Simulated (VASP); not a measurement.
# Li3Os in VASP: notebook

Li3Os is run at these levels: PBE; tasks: single point, relaxation of cell and atoms.

Program: VASP 6.6.1. These are calculated values, not measurements. Logs are shortened: lines on timing, memory, paths and dates and some standing lists are left out, and cuts for length are marked.

## Step 1: The cell of the first run

The typed cell holds 8 atoms: a = 5.086 Å, b = 5.086 Å, c = 4.865 Å, α = 90.00°, β = 90.00°, γ = 120.00°.

## Step 2: Single point, PBE

Input file INCAR:

```
PREC = Accurate
ENCUT = 880
EDIFF = 1E-6
ISMEAR = 0
SIGMA = 0.1
LREAL = False
LASPH = True
NELM = 120
ALGO = Normal
ISIF = 2
LWAVE = False
LCHARG = False
GGA = PE
NBANDS = 35
GGA_COMPAT = False
```

Input file KPOINTS:

```
regular mesh
0
Gamma
  6 6 4
```

Input file POSCAR:

```
Li3Os
1.0
    5.0856127057      0.0000000001      0.0000000000
   -2.5428063529      4.4042697970      0.0000000000
    0.0000000000      0.0000000000      4.8651199585
Li Os
6 2
Direct
    0.4997203259      0.4997203259      0.2500000000
    0.0000000000      0.4997203259      0.7500000000
    0.5002796741      0.0000000000      0.2500000000
    0.5002796741      0.5002796741      0.7500000000
    0.0000000000      0.5002796741      0.2500000000
    0.4997203259      0.0000000000      0.7500000000
    0.0000000000      0.0000000000      0.0000000000
    0.0000000000      0.0000000000      0.5000000000
```

Potentials or basis: VASP PAW PBE potentials, release 64 (Li_sv, Os_sv_GW).

On the command line:

```
$ cat potpaw_PBE.64/Li_sv/POTCAR potpaw_PBE.64/Os_sv_GW/POTCAR > POTCAR
$ mpirun -np 1 vasp_std > vasp.out
```

OUTCAR:

```text
PREC = Accurate
   ENCUT = 880
   EDIFF = 1E-6
   ISMEAR = 0
   LREAL = False
   LASPH = True
   NELM = 120
   ISIF = 2
   GGA = PE

 ion  position               nearest neighbor table
   1  0.500  0.500  0.250-   4 2.43   4 2.43   5 2.54   5 2.54   3 2.54   3 2.54   8 2.82   7 2.82
                             7 2.82   8 2.82
   2  0.000  0.500  0.750-   5 2.43   5 2.43   4 2.54   4 2.54   6 2.54   6 2.54   7 2.82   8 2.82
                             7 2.82   8 2.82
   3  0.500  0.000  0.250-   6 2.43   6 2.43   1 2.54   1 2.54   5 2.54   5 2.54   8 2.82   7 2.82
                             7 2.82   8 2.82
   4  0.500  0.500  0.750-   1 2.43   1 2.43   2 2.54   2 2.54   6 2.54   6 2.54   8 2.82   7 2.82
                             7 2.82   8 2.82
   5  0.000  0.500  0.250-   2 2.43   2 2.43   1 2.54   1 2.54   3 2.54   3 2.54   8 2.82   7 2.82
                             8 2.82   7 2.82
   6  0.500  0.000  0.750-   3 2.43   3 2.43   4 2.54   4 2.54   2 2.54   2 2.54   7 2.82   8 2.82
                             8 2.82   7 2.82
   7  0.000  0.000  0.000-   8 2.43   8 2.43   3 2.82   6 2.82   5 2.82   2 2.82   1 2.82   4 2.82
                             3 2.82   6 2.82   2 2.82   5 2.82   4 2.82   1 2.82
   8  0.000  0.000  0.500-   7 2.43   7 2.43   3 2.82   6 2.82   5 2.82   2 2.82   1 2.82   4 2.82
                             3 2.82   6 2.82   2 2.82   5 2.82   4 2.82   1 2.82

  LATTYP: Found a hexagonal cell.
 ALAT       =     5.0856127057
 C/A-ratio  =     0.9566438186

  Lattice vectors:

 A1 = (   5.0856127057,   0.0000000001,   0.0000000000)
 A2 = (  -2.5428063529,   4.4042697970,   0.0000000000)
 A3 = (   0.0000000000,   0.0000000000,   4.8651199585)

Analysis of symmetry for initial positions (statically):
=====================================================================
 Subroutine PRICEL returns:
 Original cell was already a primitive cell.

 Routine SETGRP: Setting up the symmetry group for a
 hexagonal supercell.

 Subroutine GETGRP returns: Found 24 space group operations
 (whereof 12 operations were pure point group operations)
 out of a pool of 24 trial point group operations.

The static configuration has the point symmetry D_3d.
 The point group associated with its full space group is D_6h.

Analysis of symmetry for dynamics (positions and initial velocities):
=====================================================================
 Subroutine PRICEL returns:
 Original cell was already a primitive cell.

 Routine SETGRP: Setting up the symmetry group for a
 hexagonal supercell.

 Subroutine GETGRP returns: Found 24 space group operations
 (whereof 12 operations were pure point group operations)
 out of a pool of 24 trial point group operations.

The dynamic configuration has the point symmetry D_3d.
 The point group associated with its full space group is D_6h.

 Subroutine INISYM returns: Found 24 space group operations
 (whereof 12 operations are pure point group operations),
 and found     1 'primitive' translations

----------------------------------------------------------------------------------------

                                     Primitive cell

  volume of cell :     108.9710

  direct lattice vectors                    reciprocal lattice vectors
     5.085612706  0.000000000  0.000000000     0.196633141  0.113526197  0.000000000
    -2.542806353  4.404269797  0.000000000    -0.000000000  0.227052394  0.000000000
     0.000000000  0.000000000  4.865119959     0.000000000  0.000000000  0.205544778

  length of vectors
     5.085612706  5.085612706  4.865119959     0.227052394  0.227052394  0.205544778

  position of ions in fractional coordinates (direct lattice)
     0.499720326  0.499720326  0.250000000
     0.000000000  0.499720326  0.750000000
     0.500279674  1.000000000  0.250000000
     0.500279674  0.500279674  0.750000000
     0.000000000  0.500279674  0.250000000
     0.499720326  1.000000000  0.750000000
     0.000000000  0.000000000  0.000000000
     0.000000000  0.000000000  0.500000000

  ion indices of the primitive-cell ions
   primitive index   ion index
                 1           1
                 2           2
                 3           3
                 4           4
                 5           5
                 6           6
                 7           7
                 8           8

----------------------------------------------------------------------------------------

 KPOINTS: regular mesh

Automatic generation of k-mesh.
 Grid dimensions read from file:
 generate k-points for:    6    6    4

 Generating k-lattice:

  Cartesian coordinates                     Fractional coordinates (reciprocal lattice)
     0.032772190  0.018921033  0.000000000     0.166666667 -0.000000000  0.000000000
    -0.000000000  0.037842066  0.000000000     0.000000000  0.166666667  0.000000000
     0.000000000  0.000000000  0.051386194     0.000000000  0.000000000  0.250000000

  Length of vectors
     0.037842066  0.037842066  0.051386194

  Shift w.r.t. Gamma in fractional coordinates (k-lattice)
     0.000000000  0.000000000  0.000000000

 Subroutine IBZKPT returns following result:
 ===========================================

 Found     21 irreducible k-points:

 Following reciprocal coordinates:
            Coordinates               Weight
  0.000000  0.000000  0.000000      1.000000
  0.166667  0.000000  0.000000      6.000000
  0.333333  0.000000  0.000000      6.000000
  0.500000  0.000000  0.000000      3.000000
  0.166667  0.166667  0.000000      6.000000
  0.333333  0.166667  0.000000     12.000000
[... 13 lines left out ...]
  0.333333  0.166667  0.500000     12.000000
  0.333333  0.333333  0.500000      2.000000
   k-points           NKPTS =     21   k-points in BZ     NKDIM =     21   number of bands    NBANDS=     35
   number of dos      NEDOS =    301   number of ions     NIONS =      8
   total plane-waves  NPLWV = 120000
   dimension x,y,z NGX =    50 NGY =   50 NGZ =   48
   dimension x,y,z NGXF=   100 NGYF=  100 NGZF=   96
   ions per type =               6   2
   NGX,Y,Z   is equivalent  to a cutoff of  16.34, 16.34, 16.40 a.u.
   NGXF,Y,Z  is equivalent  to a cutoff of  32.69, 32.69, 32.80 a.u.
 SYSTEM =  unknown system
   PREC   = accura    normal or accurate (medium, high low for compatibility)
   ISTART =      0    job   : 0-new  1-cont  2-samecut
   ICHARG =      2    charge: 1-file 2-atom 10-const
   ISPIN  =      1    spin polarized calculation?
   LNONCOLLINEAR =      F non collinear calculations
   LSORBIT =      F    spin-orbit coupling
   LASPH  =      T    aspherical Exc in radial PAW
   ENCUT  =  880.0 eV  64.68 Ry    8.04 a.u.  12.30 12.30 11.77*2*pi/ulx,y,z
   NELM   =    120;   NELMIN=  2; NELMDL= -5     # of ELM steps
   EDIFF  = 0.1E-05   stopping-criterion for ELM
   LREAL  =      F    real-space projection
   EDIFFG = 0.1E-04   stopping-criterion for IOM
   NSW    =      0    number of steps for IOM
   IBRION =     -1    ionic relax: 0-MD 1-quasi-New 2-CG
   NFREE  =      0    steps in history (QN), initial steepest desc. (CG)
   ISIF   =      2    stress and relaxation
   ISYM   =      2    0-nonsym 1-usesym 2-fastsym
   POTIM  = 0.5000    time-step for ionic-motion
   TEBEG  =    0.0;   TEEND  =   0.0 temperature during run
   PSTRESS=    0.0 pullay stress
   NELECT =      50.0000    total number of electrons
   NUPDOWN=      -1.0000    fix difference up-down
   EMIN   =  10.00;   EMAX   =-10.00  energy-range for DOS
   EFERMI =   0.00;   METHOD = LEGACY
   ISMEAR =     0;   SIGMA  =   0.10  broadening in eV -4-tet -1-fermi 0-gaus
   EFERMI_NEDOS =   21; number of points for ismear=-14 and -15
   IALGO  =     38    algorithm
   IMIX   =      4    mixing-type and parameters
     AMIX     =   0.40;   BMIX     =  1.00
     AMIX_MAG =   1.60;   BMIX_MAG =  1.00
  volume/ion in A,a.u.               =      13.62        91.92
  Fermi-wavevector in a.u.,A,eV,Ry     =   1.262684  2.386126 21.692723  1.594370
  Thomas-Fermi vector in A             =   2.396079
   LORBIT       =      0    0 simple, 1 ext, 2 COOP (PROOUT), +10 PAW based schemes
   GGA     = PE    functional components
   LHFCALC =     F    Hartree Fock is set to
   AEXX    =    0.0000 exact exchange contribution
   IVDW    =     0    specifies the selected vdW correction
   LEPSILON=     F    determine dielectric tensor
   LRPA    =     F    only Hartree local field effects (RPA)
 non-spin polarized calculation
 Gauss-broadening in eV      SIGMA  =   0.10
  energy-cutoff  :      880.00
  volume of cell :      108.97
 maximum number of plane-waves:      6492
 NGX is ok and might be reduce to    50

 number of electron      50.0000010 magnetization

 Free energy of the ion-electron system (eV)
  ---------------------------------------------------
  ext. energy  EPLUGINS =         0.00000000
  ---------------------------------------------------
  free energy    TOTEN  =       -35.23152852 eV

  energy without entropy =      -35.22361306  energy(sigma->0) =      -35.22757079

 E-fermi :   4.3540     XC(G=0):  -9.8347

 val. band max:        4.3246231818   @ k =   0.3333   0.0000   0.0000
 cond. band min:       4.4334744709   @ k =   0.5000   0.0000   0.0000
 fundamental gap:      0.1088512891
 Fermi energy:         4.3540441524

 k-point     1 :       0.0000    0.0000    0.0000
  band No.  band energies     occupation
      1     -81.1124      2.00000
      2     -80.9823      2.00000
      3     -41.5990      2.00000
      4     -41.2209      2.00000
      5     -41.1516      2.00000
      6     -41.1516      2.00000
[... 27 lines left out ...]
     34      11.5455      0.00000
     35      12.2068      0.00000

 k-point     2 :       0.1667    0.0000    0.0000
  band No.  band energies     occupation
      1     -81.1124      2.00000
      2     -80.9823      2.00000
      3     -41.5978      2.00000
      4     -41.2180      2.00000
      5     -41.1563      2.00000
      6     -41.1523      2.00000
[... 27 lines left out ...]
     34      10.3003      0.00000
     35      12.3563      0.00000
[... 682 lines left out ...]
     34      11.3295      0.00000
     35      12.7819      0.00000

 k-point    21 :       0.3333    0.3333    0.5000
  band No.  band energies     occupation
      1     -81.0475      2.00000
      2     -81.0475      2.00000
      3     -41.1559      2.00000
      4     -41.1559      2.00000
      5     -41.1559      2.00000
      6     -41.1559      2.00000
[... 27 lines left out ...]
     34      10.2621      0.00000
     35      12.3055      0.00000

------------------------ aborting loop because EDIFF is reached ----------------------------------------

  FORCE on cell =-STRESS in cart. coord.  units (eV):
  Direction    XX          YY          ZZ          XY          YZ          ZX
  --------------------------------------------------------------------------------------
  -------------------------------------------------------------------------------------
  Total       -0.0298142     -0.0298142      0.0953554     -0.0000000      0.0000000      0.0000000
  in kB       -0.4383525     -0.4383525      1.4019909     -0.0000000      0.0000000      0.0000000
  external PRESSURE =       0.1750953 kB  Pullay stress =       0.0000000 kB

 VOLUME and BASIS-vectors are now :
 -----------------------------------------------------------------------------
  energy-cutoff  :      880.00
  volume of cell :      108.97
      direct lattice vectors                 reciprocal lattice vectors
     5.085612706  0.000000000  0.000000000     0.196633141  0.113526197  0.000000000
    -2.542806353  4.404269797  0.000000000    -0.000000000  0.227052394  0.000000000
     0.000000000  0.000000000  4.865119959     0.000000000  0.000000000  0.205544778

 POSITION                                       TOTAL-FORCE (eV/Angst)
 -----------------------------------------------------------------------------------
      1.27069      2.20090      1.21628         0.000921      0.001595     -0.000000
     -1.27069      2.20090      3.64884        -0.000921      0.001595      0.000000
      2.54423      0.00000      1.21628        -0.001842     -0.000000     -0.000000
      1.27211      2.20337      3.64884        -0.000921     -0.001595      0.000000
     -1.27211      2.20337      1.21628         0.000921     -0.001595      0.000000
      2.54138      0.00000      3.64884         0.001842      0.000000      0.000000
      0.00000      0.00000      0.00000         0.000000      0.000000      0.000000
      0.00000      0.00000      2.43256         0.000000      0.000000      0.000000
 -----------------------------------------------------------------------------------
    total drift:                               -0.000000      0.000000     -0.000000

  FREE ENERGIE OF THE ION-ELECTRON SYSTEM (eV)
  ---------------------------------------------------
  free  energy   TOTEN  =       -35.2315285195 eV

  energy  without entropy=      -35.2236130611  energy(sigma->0) =      -35.22757079
```

Wall time 2.9 min (1 thread of Intel Xeon Platinum 8259CL at 2.50GHz (Skylake/Cascade Lake), shared host); peak memory 0.43 GiB.

Results:

```yaml
Free_energy: -35.2315 eV
Pressure: 0.0 GPa
Band_gap_on_the_k_mesh: zero (bands 25 and 26 overlap by 1.62 eV)
```

Levels at points of the mesh, in eV from the Fermi level:
| k point | band 21 | band 22 | band 23 | band 24 | band 25 | band 26 | band 27 | band 28 | band 29 | band 30 |
| --- | --- | --- | --- | --- | --- | --- | --- | --- | --- | --- |
| (0.00, 0.00, 0.00) | -1.76 | -0.35 | -0.35 | -0.03 | 0.29 | 0.29 | 2.17 | 2.31 | 2.31 | 4.20 |
| (0.50, 0.00, 0.00) | -1.71 | -1.07 | 0.08 | 0.10 | 0.26 | 0.75 | 2.08 | 2.27 | 2.29 | 2.30 |
| (0.00, 0.00, 0.50) | -1.68 | -1.68 | -1.12 | -1.12 | -1.12 | -1.12 | 1.50 | 1.50 | 4.06 | 4.06 |
| (0.50, 0.00, 0.50) | -1.79 | -1.79 | -1.31 | -1.31 | -0.91 | -0.91 | 0.20 | 0.20 | 2.98 | 2.98 |

Caveat: spin-orbit coupling is left out, which moves the levels of the heavy elements.

## Step 3: Relaxation of cell and atoms, PBE

This run uses another cell than the first one: it holds 4 atoms, not 8.

Input file INCAR:

```
PREC = Accurate ; ENCUT = 600
EDIFF = 1E-6 ; ISMEAR = 0
SIGMA = 0.1 ; LREAL = False
LASPH = True ; NELM = 100
ALGO = Fast ; ISIF = 3
LWAVE = False ; LCHARG = False
GGA = PE ; IBRION = 2
NSW = 100 ; EDIFFG = -0.01
```

Input file KPOINTS:

```
Automatic mesh
0
Gamma
  12 12 18
```

Input file POSCAR:

```
Li3Os
1.0
    5.0856127057      0.0000000000      0.0000000000
   -2.5428063529      4.4042697970      0.0000000000
    0.0000000000      0.0000000000      2.4325599793
Li Os
3 1
Direct
    0.5000000000      0.5000000000      0.5000000000
    0.0000000000      0.5000000000      0.5000000000
    0.5000000000      0.0000000000      0.5000000000
    0.0000000000      0.0000000000      0.0000000000
```

Potentials or basis: VASP PAW PBE potentials, release 64 (Li_sv, Os).

On the command line:

```
$ cat potpaw_PBE.64/Li_sv/POTCAR potpaw_PBE.64/Os/POTCAR > POTCAR
$ mpirun -np 1 vasp_std > vasp.out
```

It took 3.2 min on 1 thread of AMD EPYC 9R45 (Zen 5), shared host; peak memory 0.29 GiB.

It converged, with:

| Item | Value |
| --- | --- |
| Free energy | -16.4377 eV |
| Relaxed volume | 13.60 Å³/atom |
| Relaxed cell | a = 5.081 Å, b = 5.081 Å, c = 2.433 Å, α = 90.00°, β = 90.00°, γ = 120.00° |
| Space group after relaxing (to 0.1 Å) | P6/mmm (No. 191) |
| Energy gained by relaxing | 0.0 meV/atom |
| Ionic steps | 2 |
| Pressure after relaxing | -0.1 GPa |
| Band gap on the k mesh | zero (an odd number of electrons rules out a gap without spin polarisation) |

Stress tensor (GPa, compression positive):
```
-0.08  0.00  0.00
 0.00 -0.08  0.00
 0.00  0.00  0.01
```

Final structure:
```yaml
crystal:
  lattice:
    - [5.08136, 0.00000, 0.00000]
    - [-2.54068, 4.40058, 0.00000]
    - [0.00000, 0.00000, 2.43251]
  atoms:
    - { symbol: Li, position: [0.50000, 0.50000, 0.50000] }
    - { symbol: Li, position: [0.00000, 0.50000, 0.50000] }
    - { symbol: Li, position: [0.50000, 0.00000, 0.50000] }
    - { symbol: Os, position: [0.00000, 0.00000, 0.00000] }
```

Levels at points of the mesh, in eV from the Fermi level:
```tsv
k point	band 4	band 5	band 6	band 7	band 8	band 9	band 10	band 11	band 12
(0.00, 0.00, 0.00)	-6.52	-4.31	-1.76	-1.76	-0.05	0.28	0.28	2.22	2.22
(0.50, 0.00, 0.00)	-6.39	-3.63	-2.51	-2.39	-1.72	0.25	2.07	2.20	2.22
(0.00, 0.00, 0.50)	-3.89	-3.89	-2.30	-0.35	-0.35	2.13	4.75	4.96	7.19
(0.50, 0.00, 0.50)	-3.83	-3.79	-1.10	0.06	0.10	0.73	2.22	4.37	5.15
```

Caveat: the cutoff is under 1.25 times the usual one of these potentials, so pressure, stress and relaxed cells hold a basis-set (Pulay) error; spin-orbit coupling is left out, which moves the levels of the heavy elements.

The gap in the log of VASP goes by the Fermi energy; the results here count the filled bands.